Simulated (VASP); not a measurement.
Set up this calculation in VASP 6.6.1, as the native input.

| Quantity | Value |
| --- | --- |
| Task | electric field gradients |
| Functional | LDA |
| Potentials or basis | VASP PAW LDA potentials, release 64 (Li_sv) |
| Cutoff | 520 eV |
| k mesh | 13 × 13 × 13 |
| Occupations | fermi-dirac, width 0.05 eV |
| Spin | no spin polarisation |
| Dipole correction | no |
| Further INCAR settings | ALGO = Normal; EDIFF = 1e-08; NBANDS = 8 |

The structure of Li lies in POSCAR:

```
Li
1.0
   -1.7500000000      1.7500000000      1.7500000000
    1.7500000000     -1.7500000000      1.7500000000
    1.7500000000      1.7500000000     -1.7500000000
Li
1
Direct
    0.0000000000      0.0000000000      0.0000000000
```

The input as run:

INCAR

```
PREC = Accurate ; ENCUT = 520
EDIFF = 1E-8 ; ISMEAR = -1
SIGMA = 0.05 ; LREAL = F
LASPH = T ; NELM = 80
ALGO = Normal ; ISIF = 2
LWAVE = F ; LCHARG = F
LEFG = T ; NBANDS = 8
```

KPOINTS

```
Automatic mesh
0
Gamma
  13 13 13
```

Potentials or basis: VASP PAW LDA potentials, release 64 (Li_sv).

The run is started by

```sh
$ cat potpaw_LDA.64/Li_sv/POTCAR > POTCAR
$ mpirun -np 1 vasp_std > vasp.out
```

Results of the run:

```yaml
Band_gap_on_the_k_mesh: zero (an odd number of electrons rules out a gap without spin polarisation)
Largest_electric_field_gradient_by_atom: zero within the noise of the run
```

Wall time 8.7 s on 1 thread of Intel Xeon 8259CL, with other jobs on the host, peak memory 0.12 GiB.
